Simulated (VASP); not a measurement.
# PtSe2 (Sudovikovite) (P-3m1) in VASP: notebook

Runs on PtSe2 (Sudovikovite). Level: PBE. Tasks: single point.

All numbers are computed with VASP 6.6.1; they aren't measurements. Logs are shortened: lines on timing, memory, paths and dates and some standing lists are left out, and cuts for length are marked.

**1. The cell of the first run**

The structure is trigonal, space group P-3m1 (No. 164). Conventional cell: a = 3.724 Å, b = 3.724 Å, c = 5.062 Å, α = 90.00°, β = 90.00°, γ = 120.00°. Pt (site symmetry -3m) has 6 Se at 2.49 Å within 3.3 Å. Se (site symmetry 3m) has 3 Pt at 2.49 Å within 3.3 Å.

**2. Single point, PBE**

Contents of INCAR:

```
SYSTEM = PtSe2
  PREC = Accurate
  ENCUT = 520
  EDIFF = 1E-6
  ISMEAR = 1
  SIGMA = 0.25
  LREAL = .FALSE.
  LASPH = .TRUE.
  NELM = 80
  ALGO = Normal
  ISIF = 2
  LWAVE = .FALSE.
  LCHARG = .FALSE.
  GGA = PE
  NBANDS = 18
```

Contents of KPOINTS:

```
Automatic mesh
0
G
  9 9 6
  0 0 0
```

Contents of POSCAR:

```
PtSe2
1.0
    3.7240000000      0.0000000000      0.0000000000
   -1.8620000000      3.2250790000      0.0000000000
    0.0000000000      0.0000000000      5.0620000000
Pt Se
1 2
Direct
    0.0000000000      0.0000000000      0.0000000000
    0.3333333333      0.6666666667      0.2500000000
    0.6666666667      0.3333333333      0.7500000000
```

Potentials or basis: VASP PAW PBE potentials, release 64 (Pt, Se).

Launch:

```bash
$ cat potpaw_PBE.64/Pt/POTCAR potpaw_PBE.64/Se/POTCAR > POTCAR
$ mpirun -np 1 vasp_std > vasp.out
```

OUTCAR:

```text
SYSTEM = PtSe2
   PREC = Accurate
   ENCUT = 520
   EDIFF = 1E-6
   ISMEAR = 1
   LREAL = .FALSE.
   LASPH = .TRUE.
   NELM = 80
   ISIF = 2
   GGA = PE

 ion  position               nearest neighbor table
   1  0.000  0.000  0.000-   2 2.49   3 2.49   3 2.49   2 2.49   3 2.49   2 2.49
   2  0.333  0.667  0.250-   1 2.49   1 2.49   1 2.49
   3  0.667  0.333  0.750-   1 2.49   1 2.49   1 2.49

  LATTYP: Found a hexagonal cell.
 ALAT       =     3.7240000000
 C/A-ratio  =     1.3592910849

  Lattice vectors:

 A1 = (   3.7240000000,   0.0000000000,   0.0000000000)
 A2 = (  -1.8620000000,   3.2250790000,   0.0000000000)
 A3 = (   0.0000000000,   0.0000000000,   5.0620000000)

Analysis of symmetry for initial positions (statically):
=====================================================================
 Subroutine PRICEL returns:
 Original cell was already a primitive cell.

 Routine SETGRP: Setting up the symmetry group for a
 hexagonal supercell.

 Subroutine GETGRP returns: Found 12 space group operations
 (whereof 12 operations were pure point group operations)
 out of a pool of 24 trial point group operations.

The static configuration has the point symmetry D_3d.

Analysis of symmetry for dynamics (positions and initial velocities):
=====================================================================
 Subroutine PRICEL returns:
 Original cell was already a primitive cell.

 Routine SETGRP: Setting up the symmetry group for a
 hexagonal supercell.

 Subroutine GETGRP returns: Found 12 space group operations
 (whereof 12 operations were pure point group operations)
 out of a pool of 24 trial point group operations.

The dynamic configuration has the point symmetry D_3d.

 Subroutine INISYM returns: Found 12 space group operations
 (whereof 12 operations are pure point group operations),
 and found     1 'primitive' translations

----------------------------------------------------------------------------------------

                                     Primitive cell

  volume of cell :      60.7956

  direct lattice vectors                    reciprocal lattice vectors
     3.724000000  0.000000000  0.000000000     0.268528464  0.155034962  0.000000000
    -1.862000000  3.225079000  0.000000000     0.000000000  0.310069924  0.000000000
     0.000000000  0.000000000  5.062000000     0.000000000  0.000000000  0.197550375

  length of vectors
     3.724000000  3.724000343  5.062000000     0.310069952  0.310069924  0.197550375

  position of ions in fractional coordinates (direct lattice)
[... 81 lines left out ...]
   EDIFF  = 0.1E-05   stopping-criterion for ELM
   LREAL  =      F    real-space projection
   EDIFFG = 0.1E-04   stopping-criterion for IOM
   NSW    =      0    number of steps for IOM
   IBRION =     -1    ionic relax: 0-MD 1-quasi-New 2-CG
   NFREE  =      0    steps in history (QN), initial steepest desc. (CG)
   ISIF   =      2    stress and relaxation
   ISYM   =      2    0-nonsym 1-usesym 2-fastsym
   POTIM  = 0.5000    time-step for ionic-motion
   TEBEG  =    0.0;   TEEND  =   0.0 temperature during run
   PSTRESS=    0.0 pullay stress
   NELECT =      22.0000    total number of electrons
   NUPDOWN=      -1.0000    fix difference up-down
   EMIN   =  10.00;   EMAX   =-10.00  energy-range for DOS
   EFERMI =   0.00;   METHOD = LEGACY
   ISMEAR =     1;   SIGMA  =   0.25  broadening in eV -4-tet -1-fermi 0-gaus
   EFERMI_NEDOS =   21; number of points for ismear=-14 and -15
   IALGO  =     38    algorithm
   IMIX   =      4    mixing-type and parameters
     AMIX     =   0.40;   BMIX     =  1.00
     AMIX_MAG =   1.60;   BMIX_MAG =  1.00
  volume/ion in A,a.u.               =      20.27       136.76
  Fermi-wavevector in a.u.,A,eV,Ry     =   1.166608  2.204570 18.517183  1.360975
  Thomas-Fermi vector in A             =   2.303119
   LORBIT       =      0    0 simple, 1 ext, 2 COOP (PROOUT), +10 PAW based schemes
   GGA     = PE    functional components
   LHFCALC =     F    Hartree Fock is set to
   AEXX    =    0.0000 exact exchange contribution
   IVDW    =     0    specifies the selected vdW correction
   LEPSILON=     F    determine dielectric tensor
   LRPA    =     F    only Hartree local field effects (RPA)
 non-spin polarized calculation
 Methfessel and Paxton  Order N= 1 SIGMA  =   0.25
  energy-cutoff  :      520.00
  volume of cell :       60.80
 maximum number of plane-waves:      1650
   NGX = 13   NGY = 13   NGZ = 19

 number of electron      21.9999999 magnetization

 Free energy of the ion-electron system (eV)
  ---------------------------------------------------
  ext. energy  EPLUGINS =         0.00000000
  ---------------------------------------------------
  free energy    TOTEN  =       -14.18460828 eV

  energy without entropy =      -14.18637476  energy(sigma->0) =      -14.18519711

 E-fermi :   6.5723     XC(G=0): -10.6328

 val. band max:        6.5581478352   @ k =   0.3333   0.3333   0.0000
 cond. band min:       6.6128697936   @ k =   0.0000   0.3333   0.3333
 fundamental gap:      0.0547219584
 Fermi energy:         6.5722743652

 k-point     1 :       0.0000    0.0000    0.0000
  band No.  band energies     occupation
      1      -9.1796      2.00000
      2      -6.3556      2.00000
      3      -0.6640      2.00000
      4       0.0421      2.00000
      5       0.0421      2.00000
      6       2.5025      2.00000
[... 481 lines left out ...]
      5       0.8405      2.00000
      6       1.2537      2.00000
[... 10 lines left out ...]
     17      14.3627      0.00000
     18      16.1439      0.00000

 [... further k-points ...]

------------------------ aborting loop because EDIFF is reached ----------------------------------------

  FORCE on cell =-STRESS in cart. coord.  units (eV):
  Direction    XX          YY          ZZ          XY          YZ          ZX
  --------------------------------------------------------------------------------------
  -------------------------------------------------------------------------------------
  Total        3.0212559      3.0212567      2.2682514      0.0000000      0.0000000      0.0000000
  in kB       79.6206885     79.6207081     59.7763796      0.0000000      0.0000000      0.0000000
  external PRESSURE =      73.0059254 kB  Pullay stress =       0.0000000 kB

 VOLUME and BASIS-vectors are now :
 -----------------------------------------------------------------------------
  energy-cutoff  :      520.00
  volume of cell :       60.80
      direct lattice vectors                 reciprocal lattice vectors
     3.724000000  0.000000000  0.000000000     0.268528464  0.155034962  0.000000000
    -1.862000000  3.225079000  0.000000000     0.000000000  0.310069924  0.000000000
     0.000000000  0.000000000  5.062000000     0.000000000  0.000000000  0.197550375

 POSITION                                       TOTAL-FORCE (eV/Angst)
 -----------------------------------------------------------------------------------
      0.00000      0.00000      0.00000        -0.000000      0.000000     -0.000000
     -0.00000      2.15005      1.26550         0.000000      0.000000      0.578223
      1.86200      1.07503      3.79650        -0.000000      0.000000     -0.578223
 -----------------------------------------------------------------------------------
    total drift:                               -0.000000     -0.000000     -0.000000

  FREE ENERGIE OF THE ION-ELECTRON SYSTEM (eV)
  ---------------------------------------------------
  free  energy   TOTEN  =       -14.1846082776 eV

  energy  without entropy=      -14.1863747646  energy(sigma->0) =      -14.18519711
```

Run time: 74 s. Hardware: 1 thread of AMD EPYC 7R43 (Zen 3), shared host; peak memory 0.18 GiB.

What came out:

| Item | Value |
| --- | --- |
| Free energy | -14.1846 eV |
| Pressure | 7.3 GPa |
| Largest force | 0.578 eV/Å |
| Band gap on the k mesh | zero (band 11 reaches 6.94 eV, above the bottom of band 12 at 6.56 eV) |

Forces on the atoms (eV/Å):
```
Pt   0.000  0.000  0.000
Se   0.000  0.000  0.578
Se   0.000  0.000 -0.578
```

Stress tensor (GPa, compression positive):
```
7.96 0.00 0.00
0.00 7.96 0.00
0.00 0.00 5.98
```

Levels at points of the mesh, in eV from the Fermi level:
```tsv
k point	band 9	band 10	band 11	band 12	band 13	band 14
(0.00, 0.00, 0.00)	-1.11	-1.11	0.37	1.43	1.43	3.58
(0.00, 0.00, 0.50)	-1.75	-1.54	-1.54	2.27	2.27	4.77
```

Caveat: spin-orbit coupling is left out, which moves the levels of the heavy elements.

**3. Single point, PBE**

Contents of INCAR:

```
SYSTEM = PtSe2
PREC     = Accurate       ! precision mode
ENCUT    = 520            ! plane-wave cutoff, eV
EDIFF    = 1E-6           ! SCF threshold, eV
ISMEAR   = 1              ! smearing method
SIGMA    = 0.15           ! smearing width, eV
LREAL    = .False.        ! projectors in reciprocal space
LASPH    = .True.         ! aspherical terms in the spheres
NELM     = 80             ! most SCF steps
ALGO     = Normal         ! electronic algorithm
ISIF     = 2              ! what is computed and relaxed
LWAVE    = .False.        ! write WAVECAR
LCHARG   = .False.        ! write CHGCAR
GGA      = PE             ! functional
NBANDS   = 18             ! bands
```

Contents of KPOINTS:

```
regular mesh
0
Gamma
  9 9 6
  0 0 0
```

POSCAR is that of step 2.

Potentials or basis: VASP PAW PBE potentials, release 64 (Pt, Se).

Launch:

```bash
$ cat potpaw_PBE.64/Pt/POTCAR potpaw_PBE.64/Se/POTCAR > POTCAR
$ mpirun -np 1 vasp_std > vasp.out
```

Wall time 97 s (1 thread of AMD EPYC 7R43 (Zen 3), shared host); peak memory 0.18 GiB.

It converged, with:

```
Free energy            : -14.1849 eV
Pressure               : 7.3 GPa
Largest force          : 0.580 eV/Å
Band gap on the k mesh : zero (band 11 reaches 6.94 eV, above the bottom of band 12 at 6.56 eV)
```

Forces in eV/Å, atoms in the order of the input:
```
Pt   0.000  0.000  0.000
Se   0.000  0.000  0.580
Se   0.000  0.000 -0.580
```

Stress tensor (GPa, compression positive):
```
7.95 0.00 0.00
0.00 7.95 0.00
0.00 0.00 6.02
```

Levels at points of the mesh, in eV from the Fermi level:
| k point | band 7 | band 8 | band 9 | band 10 | band 11 | band 12 | band 13 | band 14 | band 15 | band 16 |
| --- | --- | --- | --- | --- | --- | --- | --- | --- | --- | --- |
| (0.00, 0.00, 0.00) | -4.10 | -2.66 | -1.14 | -1.14 | 0.34 | 1.40 | 1.40 | 3.55 | 4.15 | 7.21 |
| (0.00, 0.00, 0.50) | -4.13 | -3.02 | -1.78 | -1.57 | -1.57 | 2.24 | 2.24 | 4.74 | 6.26 | 6.69 |

Caveat: spin-orbit coupling is left out, which moves the levels of the heavy elements.

**4. Single point, PBE**

Contents of INCAR:

```
ALGO     = Normal         # electronic algorithm
EDIFF    = 1E-6           # SCF threshold, eV
ENCUT    = 520            # plane-wave cutoff, eV
GGA      = PE             # functional
ISIF     = 2              # what is computed and relaxed
ISMEAR   = 1              # smearing method
LASPH    = T              # aspherical terms in the spheres
LCHARG   = F              # write CHGCAR
LREAL    = F              # projectors in reciprocal space
LWAVE    = F              # write WAVECAR
NBANDS   = 18             # bands
NELM     = 100            # most SCF steps
PREC     = Accurate       # precision mode
SIGMA    = 0.05           # smearing width, eV
```

Contents of KPOINTS:

```
k-points
0
Gamma
  9 9 6
```

POSCAR is that of step 3.

Potentials or basis: VASP PAW PBE potentials, release 64 (Pt, Se).

Launch:

```bash
$ cat potpaw_PBE.64/Pt/POTCAR potpaw_PBE.64/Se/POTCAR > POTCAR
$ mpirun -np 1 vasp_std > vasp.out
```

OUTCAR:

```text
EDIFF = 1E-6
   ENCUT = 520
   GGA = PE
   ISIF = 2
   ISMEAR = 1
   LASPH = T
   LREAL = F
   NELM = 100
   PREC = Accurate

 ion  position               nearest neighbor table
   1  0.000  0.000  0.000-   2 2.49   3 2.49   3 2.49   2 2.49   3 2.49   2 2.49
   2  0.333  0.667  0.250-   1 2.49   1 2.49   1 2.49
   3  0.667  0.333  0.750-   1 2.49   1 2.49   1 2.49

  LATTYP: Found a hexagonal cell.
 ALAT       =     3.7240000000
 C/A-ratio  =     1.3592910849

  Lattice vectors:

 A1 = (   3.7240000000,   0.0000000000,   0.0000000000)
 A2 = (  -1.8620000000,   3.2250790000,   0.0000000000)
 A3 = (   0.0000000000,   0.0000000000,   5.0620000000)

Analysis of symmetry for initial positions (statically):
=====================================================================
 Subroutine PRICEL returns:
 Original cell was already a primitive cell.

 Routine SETGRP: Setting up the symmetry group for a
 hexagonal supercell.

 Subroutine GETGRP returns: Found 12 space group operations
 (whereof 12 operations were pure point group operations)
[... 163 lines left out ...]

  energy without entropy =      -14.18538833  energy(sigma->0) =      -14.18529698

 E-fermi :   6.6097     XC(G=0): -10.6327

 val. band max:        6.5575241327   @ k =   0.3333   0.3333   0.0000
 cond. band min:       6.6120794353   @ k =   0.0000   0.3333   0.3333
 fundamental gap:      0.0545553026
 Fermi energy:         6.6097347589

 k-point     1 :       0.0000    0.0000    0.0000
  band No.  band energies     occupation
      1      -9.1795      2.00000
      2      -6.3552      2.00000
      3      -0.6639      2.00000
      4       0.0408      2.00000
      5       0.0408      2.00000
      6       2.5006      2.00000
[... 481 lines left out ...]
      5       0.8400      2.00000
      6       1.2528      2.00000
[... 10 lines left out ...]
     17      14.3631      0.00000
     18      16.1436      0.00000

 [... further k-points ...]

------------------------ aborting loop because EDIFF is reached ----------------------------------------

  FORCE on cell =-STRESS in cart. coord.  units (eV):
  Direction    XX          YY          ZZ          XY          YZ          ZX
  --------------------------------------------------------------------------------------
  -------------------------------------------------------------------------------------
  Total        3.0130641      3.0130648      2.2852705     -0.0000000      0.0000000      0.0000000
  in kB       79.4048047     79.4048242     60.2248924     -0.0000000      0.0000000      0.0000000
  external PRESSURE =      73.0115071 kB  Pullay stress =       0.0000000 kB

 VOLUME and BASIS-vectors are now :
 -----------------------------------------------------------------------------
  energy-cutoff  :      520.00
  volume of cell :       60.80
      direct lattice vectors                 reciprocal lattice vectors
     3.724000000  0.000000000  0.000000000     0.268528464  0.155034962  0.000000000
    -1.862000000  3.225079000  0.000000000     0.000000000  0.310069924  0.000000000
     0.000000000  0.000000000  5.062000000     0.000000000  0.000000000  0.197550375

 POSITION                                       TOTAL-FORCE (eV/Angst)
 -----------------------------------------------------------------------------------
      0.00000      0.00000      0.00000         0.000000      0.000000      0.000000
     -0.00000      2.15005      1.26550         0.000000      0.000000      0.589173
      1.86200      1.07503      3.79650        -0.000000     -0.000000     -0.589173
 -----------------------------------------------------------------------------------
    total drift:                               -0.000000     -0.000000     -0.000000

  FREE ENERGIE OF THE ION-ELECTRON SYSTEM (eV)
  ---------------------------------------------------
  free  energy   TOTEN  =       -14.1852513079 eV

  energy  without entropy=      -14.1853883295  energy(sigma->0) =      -14.18529698
```

stdout:

```text
POSCAR found type information on POSCAR PtSe
 POSCAR found :  2 types and       3 ions
 scaLAPACK will be used
 LDA part: xc-table for (Slater+PW92), standard interpolation
 POSCAR, INCAR and KPOINTS ok, starting setup
 FFT: planning ... GRIDC
 FFT: planning ... GRID_SOFT
 FFT: planning ... GRID
 WAVECAR not read
 entering main loop
```

It took 1.8 min on 1 thread of AMD EPYC 7R43 (Zen 3), shared host; peak memory 0.18 GiB.

What came out:

* Free energy: -14.1853 eV
* Pressure: 7.3 GPa
* Largest force: 0.589 eV/Å
* Band gap on the k mesh: zero (band 11 reaches 6.94 eV, above the bottom of band 12 at 6.56 eV)

Forces on the atoms (eV/Å):
```
Pt   0.000  0.000  0.000
Se   0.000  0.000  0.589
Se   0.000  0.000 -0.589
```

Caveat: spin-orbit coupling is left out, which moves the levels of the heavy elements.

[end of part 1 of 2]
